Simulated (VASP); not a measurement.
Runs of VASP 6.6.1 on Si3N4. The structure is that of space group Fd-3m (No. 227), or close to it. The cells are those of the table. 

| task | cell | k mesh | cutoff (eV) | smearing | gap on the mesh (eV) | pressure (GPa) | largest force (eV/Å) |
| --- | --- | --- | --- | --- | --- | --- | --- |
| single point | a = 5.508 Å, angles 60.0°, 14 atoms | 6 × 6 × 6 | 520 | gaussian 0.01 eV | 3.33 | -0.2 | 0.01 |
| single point | a = 5.508 Å, angles 60.0°, 14 atoms | 6 × 6 × 6 | 520 | gaussian 0.02 eV | 3.33 | -0.2 | 0.01 |
| relaxation of cell and atoms | relaxed from a = 5.508 Å, angles 60.0°, 14 atoms | 6 × 6 × 6 | 600 | gaussian 0.01 eV | 3.34 | 0.0 | - |
| single point | a = 5.507 Å, angles 60.0°, 14 atoms | 4 × 4 × 4 | 520 | gaussian 0.1 eV | (a) | 0.0 | - |

Alike in all rows: level PBE; potentials or basis VASP PAW PBE potentials, release 64 (Si, N); no spin polarisation.

Q: Fill in the values left out.

A: (a) 3.36.

A k mesh can miss the band edges.
